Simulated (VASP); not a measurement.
# ZnS (P6_3mc) in VASP: a series of runs

The runs below take ZnS through single point, relaxation of cell and atoms, with r2SCAN, PBE.

All numbers are computed with VASP 6.6.1; they aren't measurements. Logs are shortened: lines on timing, memory, paths and dates and some standing lists are left out, and cuts for length are marked.

## 1. The cell of the first run

Symmetry: P6_3mc, No. 186, hexagonal system. Conventional cell: a = 3.846 Å, b = 3.846 Å, c = 6.305 Å, α = 90.00°, β = 90.00°, γ = 120.00°. Within 3.1 Å of Zn (site symmetry 3m) lie 4 S at 2.36 Å. S (site symmetry 3m) has 4 Zn at 2.36 Å within 3.1 Å.

## 2. Single point, r2SCAN

POSCAR

```
ZnS
1.0
    3.8455099668      0.0000000000      0.0000000000
   -1.9227549834      3.3303093218      0.0000000000
    0.0000000000      0.0000000000      6.3052902589
Zn S
2 2
Direct
    0.3333333333      0.6666666667      0.0052193591
    0.6666666667      0.3333333333      0.5052193591
    0.3333333333      0.6666666667      0.3797806409
    0.6666666667      0.3333333333      0.8797806409
```

INCAR.step1

```
PREC = Accurate
ENCUT = 520
ISMEAR = 0
SIGMA = 0.02
LREAL = F
LASPH = T
NELM = 100
NBANDS = 26
GGA = PE
ALGO = Normal
EDIFF = 1E-4
LWAVE = T
LCHARG = F
```

INCAR.step2

```
PREC = Accurate
ENCUT = 520
EDIFF = 1E-6
ISMEAR = 0
SIGMA = 0.02
LREAL = F
LASPH = T
NELM = 100
ALGO = Normal
ISIF = 2
LWAVE = F
LCHARG = F
METAGGA = R2SCAN
LMIXTAU = T
NBANDS = 26
ISTART = 1
```

KPOINTS

```
Automatic mesh
0
Gamma
  9 9 6
```

Potentials or basis: VASP PAW PBE potentials, release 64 (Zn, S).

Run with:

```sh
$ cat potpaw_PBE.64/Zn/POTCAR potpaw_PBE.64/S/POTCAR > POTCAR
$ cp INCAR.step1 INCAR
$ mpirun -np 1 vasp_std > vasp.out
$ cp INCAR.step2 INCAR
$ mpirun -np 1 vasp_std > vasp.out
```

OUTCAR:

```text
PREC = Accurate
   ENCUT = 520
   EDIFF = 1E-6
   ISMEAR = 0
   LREAL = F
   LASPH = T
   NELM = 100
   ISIF = 2
   METAGGA = R2SCAN
   ISTART = 1

 ion  position               nearest neighbor table
   1  0.333  0.667  0.005-   4 2.36   4 2.36   4 2.36   3 2.36
   2  0.667  0.333  0.505-   3 2.36   3 2.36   3 2.36   4 2.36
   3  0.333  0.667  0.380-   2 2.36   2 2.36   2 2.36   1 2.36
   4  0.667  0.333  0.880-   1 2.36   1 2.36   1 2.36   2 2.36

  LATTYP: Found a hexagonal cell.
 ALAT       =     3.8455099668
 C/A-ratio  =     1.6396499589

  Lattice vectors:

 A1 = (   3.8455099668,   0.0000000000,   0.0000000000)
 A2 = (  -1.9227549834,   3.3303093218,   0.0000000000)
 A3 = (   0.0000000000,   0.0000000000,   6.3052902589)

Analysis of symmetry for initial positions (statically):
=====================================================================
 Subroutine PRICEL returns:
 Original cell was already a primitive cell.

 Routine SETGRP: Setting up the symmetry group for a
 hexagonal supercell.

 Subroutine GETGRP returns: Found 12 space group operations
 (whereof  6 operations were pure point group operations)
 out of a pool of 24 trial point group operations.

The static configuration has the point symmetry C_3v.
 The point group associated with its full space group is C_6v.

Analysis of symmetry for dynamics (positions and initial velocities):
=====================================================================
 Subroutine PRICEL returns:
 Original cell was already a primitive cell.

 Routine SETGRP: Setting up the symmetry group for a
 hexagonal supercell.

 Subroutine GETGRP returns: Found 12 space group operations
 (whereof  6 operations were pure point group operations)
 out of a pool of 24 trial point group operations.

The dynamic configuration has the point symmetry C_3v.
 The point group associated with its full space group is C_6v.

 Subroutine INISYM returns: Found 12 space group operations
 (whereof  6 operations are pure point group operations),
 and found     1 'primitive' translations

----------------------------------------------------------------------------------------

                                     Primitive cell

  volume of cell :      80.7502

  direct lattice vectors                    reciprocal lattice vectors
     3.845509967  0.000000000  0.000000000     0.260043534  0.150136204  0.000000000
    -1.922754983  3.330309322  0.000000000     0.000000000  0.300272408  0.000000000
     0.000000000  0.000000000  6.305290259     0.000000000  0.000000000  0.158596981

  length of vectors
     3.845509967  3.845509967  6.305290259     0.300272408  0.300272408  0.158596981

  position of ions in fractional coordinates (direct lattice)
     0.333333333  0.666666667  0.005219359
     0.666666667  0.333333333  0.505219359
     0.333333333  0.666666667  0.379780641
     0.666666667  0.333333333  0.879780641

  ion indices of the primitive-cell ions
   primitive index   ion index
                 1           1
                 2           2
                 3           3
                 4           4

----------------------------------------------------------------------------------------

 KPOINTS: Automatic mesh

Automatic generation of k-mesh.
 Grid dimensions read from file:
 generate k-points for:    9    9    6

 Generating k-lattice:

  Cartesian coordinates                     Fractional coordinates (reciprocal lattice)
     0.028893726  0.016681800  0.000000000     0.111111111 -0.000000000  0.000000000
     0.000000000  0.033363601  0.000000000     0.000000000  0.111111111  0.000000000
     0.000000000  0.000000000  0.026432830     0.000000000  0.000000000  0.166666667

  Length of vectors
     0.033363601  0.033363601  0.026432830

  Shift w.r.t. Gamma in fractional coordinates (k-lattice)
     0.000000000  0.000000000  0.000000000

 Subroutine IBZKPT returns following result:
 ===========================================

 Found     48 irreducible k-points:

 Following reciprocal coordinates:
            Coordinates               Weight
  0.000000  0.000000  0.000000      1.000000
  0.111111  0.000000  0.000000      6.000000
  0.222222  0.000000  0.000000      6.000000
  0.333333  0.000000  0.000000      6.000000
  0.444444  0.000000  0.000000      6.000000
  0.111111  0.111111  0.000000      6.000000
[... 16 lines left out ...]
  0.333333  0.222222  0.166667     24.000000
  0.333333  0.333333  0.166667      4.000000
 [... further k-points ...]
   k-points           NKPTS =     48   k-points in BZ     NKDIM =     48   number of bands    NBANDS=     26
   number of dos      NEDOS =    301   number of ions     NIONS =      4
   total plane-waves  NPLWV =  43200
   dimension x,y,z NGX =    30 NGY =   30 NGZ =   48
   dimension x,y,z NGXF=    60 NGYF=   60 NGZF=   96
   ions per type =               2   2
   NGX,Y,Z   is equivalent  to a cutoff of  12.97, 12.97, 12.66 a.u.
   NGXF,Y,Z  is equivalent  to a cutoff of  25.94, 25.94, 25.31 a.u.
 SYSTEM =  unknown system
   PREC   = accura    normal or accurate (medium, high low for compatibility)
   ISTART =      1    job   : 0-new  1-cont  2-samecut
   ICHARG =      0    charge: 1-file 2-atom 10-const
   ISPIN  =      1    spin polarized calculation?
   LNONCOLLINEAR =      F non collinear calculations
   LSORBIT =      F    spin-orbit coupling
   LASPH  =      T    aspherical Exc in radial PAW
   ENCUT  =  520.0 eV  38.22 Ry    6.18 a.u.   7.15  7.15 11.72*2*pi/ulx,y,z
   NELM   =    100;   NELMIN=  2; NELMDL=  0     # of ELM steps
   EDIFF  = 0.1E-05   stopping-criterion for ELM
   LREAL  =      F    real-space projection
   EDIFFG = 0.1E-04   stopping-criterion for IOM
   NSW    =      0    number of steps for IOM
   IBRION =     -1    ionic relax: 0-MD 1-quasi-New 2-CG
   NFREE  =      0    steps in history (QN), initial steepest desc. (CG)
   ISIF   =      2    stress and relaxation
   ISYM   =      2    0-nonsym 1-usesym 2-fastsym
   POTIM  = 0.5000    time-step for ionic-motion
   TEBEG  =    0.0;   TEEND  =   0.0 temperature during run
   PSTRESS=    0.0 pullay stress
   NELECT =      36.0000    total number of electrons
   NUPDOWN=      -1.0000    fix difference up-down
   EMIN   =  10.00;   EMAX   =-10.00  energy-range for DOS
   EFERMI =   0.00;   METHOD = LEGACY
   ISMEAR =     0;   SIGMA  =   0.02  broadening in eV -4-tet -1-fermi 0-gaus
   EFERMI_NEDOS =   21; number of points for ismear=-14 and -15
   IALGO  =     38    algorithm
   IMIX   =      4    mixing-type and parameters
     AMIX     =   0.40;   BMIX     =  1.00
     AMIX_MAG =   1.60;   BMIX_MAG =  1.00
  volume/ion in A,a.u.               =      20.19       136.23
  Fermi-wavevector in a.u.,A,eV,Ry     =   1.250627  2.363342 21.280435  1.564068
  Thomas-Fermi vector in A             =   2.384612
   LORBIT       =      0    0 simple, 1 ext, 2 COOP (PROOUT), +10 PAW based schemes
   METAGGA = R2SCAN    functional components
   LHFCALC =     F    Hartree Fock is set to
   AEXX    =    0.0000 exact exchange contribution
   IVDW    =     0    specifies the selected vdW correction
   LEPSILON=     F    determine dielectric tensor
   LRPA    =     F    only Hartree local field effects (RPA)
 non-spin polarized calculation
 Gauss-broadening in eV      SIGMA  =   0.02
  energy-cutoff  :      520.00
  volume of cell :       80.75
 maximum number of plane-waves:      2208
 NGX is ok and might be reduce to    30
   NGX = 15   NGY = 15   NGZ = 23

 number of electron      36.0000011 magnetization

 Free energy of the ion-electron system (eV)
  ---------------------------------------------------
  ext. energy  EPLUGINS =         0.00000000
  ---------------------------------------------------
  free energy    TOTEN  =       -37.70647516 eV

  energy without entropy =      -37.70647516  energy(sigma->0) =      -37.70647516

 E-fermi :   1.7383     XC(G=0): -10.1607

 val. band max:        1.6354241356   @ k =   0.0000   0.0000   0.0000
 cond. band min:       4.2804663538   @ k =   0.0000   0.0000   0.0000
 fundamental gap:      2.6450422182
 Fermi energy:         1.7382952375

 k-point     1 :       0.0000    0.0000    0.0000
  band No.  band energies     occupation
      1     -11.9002      2.00000
      2     -10.9946      2.00000
      3      -4.7797      2.00000
      4      -4.7675      2.00000
      5      -4.7675      2.00000
      6      -4.6821      2.00000
[... 18 lines left out ...]
     25       9.8577      0.00000
     26      11.3452      0.00000

 k-point     2 :       0.1111    0.0000    0.0000
  band No.  band energies     occupation
      1     -11.8188      2.00000
      2     -10.9494      2.00000
      3      -4.7746      2.00000
      4      -4.7585      2.00000
      5      -4.7510      2.00000
      6      -4.6715      2.00000
[... 18 lines left out ...]
     25      10.2376      0.00000
     26      10.7992      0.00000

 k-point     3 :       0.2222    0.0000    0.0000
  band No.  band energies     occupation
      1     -11.5953      2.00000
      2     -10.8380      2.00000
      3      -4.7701      2.00000
      4      -4.7230      2.00000
      5      -4.7128      2.00000
      6      -4.6266      2.00000
[... 18 lines left out ...]
     25      10.3908      0.00000
     26      11.0560      0.00000

 k-point     4 :       0.3333    0.0000    0.0000
  band No.  band energies     occupation
      1     -11.2962      2.00000
      2     -10.7279      2.00000
      3      -4.7503      2.00000
      4      -4.6777      2.00000
      5      -4.6711      2.00000
      6      -4.5285      2.00000
[... 18 lines left out ...]
     25      10.7866      0.00000
     26      11.9111      0.00000
[... 496 lines left out ...]
      1     -11.1148      2.00000
      2     -10.7229      2.00000
      3      -4.7088      2.00000
      4      -4.6665      2.00000
      5      -4.5862      2.00000
      6      -4.5528      2.00000
[... 18 lines left out ...]
     25      10.6125      0.00000
     26      11.5603      0.00000

 k-point    23 :       0.3333    0.2222    0.1667
  band No.  band energies     occupation
      1     -10.9044      2.00000
      2     -10.7071      2.00000
      3      -4.7147      2.00000
      4      -4.6238      2.00000
      5      -4.5381      2.00000
      6      -4.4707      2.00000
[... 18 lines left out ...]
     25      11.3833      0.00000
     26      12.2073      0.00000

 k-point    24 :       0.3333    0.3333    0.1667
  band No.  band energies     occupation
      1     -10.7666      2.00000
      2     -10.7666      2.00000
      3      -4.7175      2.00000
      4      -4.5683      2.00000
      5      -4.5683      2.00000
      6      -4.4562      2.00000
[... 18 lines left out ...]
     25      12.2956      0.00000
     26      12.3071      0.00000

 [... further k-points ...]

------------------------ aborting loop because EDIFF is reached ----------------------------------------

  FORCE on cell =-STRESS in cart. coord.  units (eV):
  Direction    XX          YY          ZZ          XY          YZ          ZX
  --------------------------------------------------------------------------------------
  -------------------------------------------------------------------------------------
  Total       -1.0938255     -1.0938255     -1.1031371      0.0000000     -0.0000000      0.0000000
  in kB      -21.7027623    -21.7027623    -21.8875156      0.0000000     -0.0000000      0.0000000
  external PRESSURE =     -21.7643467 kB  Pullay stress =       0.0000000 kB

 VOLUME and BASIS-vectors are now :
 -----------------------------------------------------------------------------
  energy-cutoff  :      520.00
  volume of cell :       80.75
      direct lattice vectors                 reciprocal lattice vectors
     3.845509967  0.000000000  0.000000000     0.260043534  0.150136204  0.000000000
    -1.922754983  3.330309322  0.000000000     0.000000000  0.300272408  0.000000000
     0.000000000  0.000000000  6.305290259     0.000000000  0.000000000  0.158596981

 POSITION                                       TOTAL-FORCE (eV/Angst)
 -----------------------------------------------------------------------------------
     -0.00000      2.22021      0.03291         0.000000      0.000000      0.014366
      1.92275      1.11010      3.18555        -0.000000     -0.000000      0.014366
     -0.00000      2.22021      2.39463        -0.000000      0.000000     -0.014366
      1.92275      1.11010      5.54727        -0.000000     -0.000000     -0.014366
 -----------------------------------------------------------------------------------
    total drift:                               -0.000000      0.000000      0.055044

  FREE ENERGIE OF THE ION-ELECTRON SYSTEM (eV)
  ---------------------------------------------------
  free  energy   TOTEN  =       -37.7064751632 eV

  energy  without entropy=      -37.7064751632  energy(sigma->0) =      -37.70647516
```

Run time: 12 min. Hardware: 1 thread of Intel Xeon 8259CL, shared host; peak memory 0.26 GiB.

What came out:

- Free energy: -37.7065 eV
- Pressure: -2.2 GPa
- Largest force: 0.014 eV/Å
- Band gap on the k mesh: 2.65 eV

Forces in eV/Å, atoms in the order of the input:
```
Zn   0.000  0.000  0.014
Zn   0.000  0.000  0.014
S    0.000  0.000 -0.014
S    0.000  0.000 -0.014
```

Caveat: the PAW data sets were made with another functional, which shifts forces and pressure a little.

## 3. Relaxation of cell and atoms, PBE

This run uses another cell than the first one, of 19.60 Å³/atom.

INCAR

```
PREC = Accurate ; ENCUT = 600
EDIFF = 1E-6 ; ISMEAR = 0
SIGMA = 0.02 ; LREAL = False
LASPH = True ; NELM = 60
ALGO = Normal ; ISIF = 3
LWAVE = False ; LCHARG = False
GGA = PE ; IBRION = 2
NSW = 100 ; EDIFFG = -0.005
```

KPOINTS

```
regular mesh
0
Gamma
  9 9 6
```

POSCAR

```
ZnS
1.0
    3.8110000000      0.0000000000      0.0000000000
   -1.9055000000      3.3004228138      0.0000000000
    0.0000000000      0.0000000000      6.2340000000
Zn S
2 2
Direct
    0.3333333333      0.6666666667      0.0000000000
    0.6666666667      0.3333333333      0.5000000000
    0.3333333333      0.6666666667      0.3850000000
    0.6666666667      0.3333333333      0.8850000000
```

Potentials or basis: VASP PAW PBE potentials, release 64 (Zn, S).

Run with:

```sh
$ cat potpaw_PBE.64/Zn/POTCAR potpaw_PBE.64/S/POTCAR > POTCAR
$ mpirun -np 1 vasp_std > vasp.out
```

Run time: 21 min. Hardware: 1 thread of Intel Xeon 8259CL, shared host; peak memory 0.27 GiB.

Results (log left out):

```yaml
Free_energy: -13.6933 eV
Relaxed_volume: 20.22 Å³/atom
Relaxed_cell: a = 3.847 Å, b = 3.847 Å, c = 6.310 Å, α = 90.00°, β = 90.00°, γ = 120.00°
Space_group_after_relaxing_to_0.1_Å: P6_3mc (No. 186)
Energy_gained_by_relaxing: 9.8 meV/atom
Ionic_steps: 12
Pressure_after_relaxing: 0.0 GPa
Largest_force_after_relaxing: 0.005 eV/Å
Band_gap_on_the_k_mesh: 2.07 eV
```

Forces on the atoms (eV/Å):
```
Zn   0.000  0.000  0.005
Zn   0.000  0.000  0.005
S    0.000  0.000 -0.005
S    0.000  0.000 -0.005
```

Step by step:
```
step  energy change (eV)  largest force (eV/Å)  pressure (GPa)  volume (Å³)
   1              0.0000                0.3225            2.49        78.41
   2             -0.0315                0.0914           -0.84        81.91
   3             -0.0329                0.1294           -0.26        81.29
   4             -0.0329                0.1256           -0.31        81.35
   5             -0.0361                0.0685           -0.12        81.10
   6             -0.0375                0.0138           -0.01        80.87
   7             -0.0356                0.1083            0.48        80.42
   8             -0.0377                0.0088            0.08        80.78
   9             -0.0391                0.0046            0.11        80.79
  10             -0.0391                0.0076            0.12        80.79
  11             -0.0391                0.0015           -0.08        81.01
  12             -0.0392                0.0049            0.00        80.90
```

Final structure:
```yaml
crystal:
  lattice:
    - [3.84746, 0.00000, 0.00000]
    - [-1.92373, 3.33200, 0.00000]
    - [0.00000, 0.00000, 6.31045]
  atoms:
    - { symbol: Zn, position: [0.33333, 0.66667, 0.00518] }
    - { symbol: Zn, position: [0.66667, 0.33333, 0.50518] }
    - { symbol: S, position: [0.33333, 0.66667, 0.37982] }
    - { symbol: S, position: [0.66667, 0.33333, 0.87982] }
```

Levels at points of the mesh, in eV from the valence-band top:
```tsv
k point	band 14	band 15	band 16	band 17	band 18	band 19	band 20	band 21	band 22
(0.00, 0.00, 0.00)	-0.85	-0.85	-0.07	0.00	0.00	2.07	3.05	6.33	6.33
(0.00, 0.00, 0.50)	-2.80	-0.44	-0.44	-0.44	-0.44	3.47	3.47	6.78	6.78
```
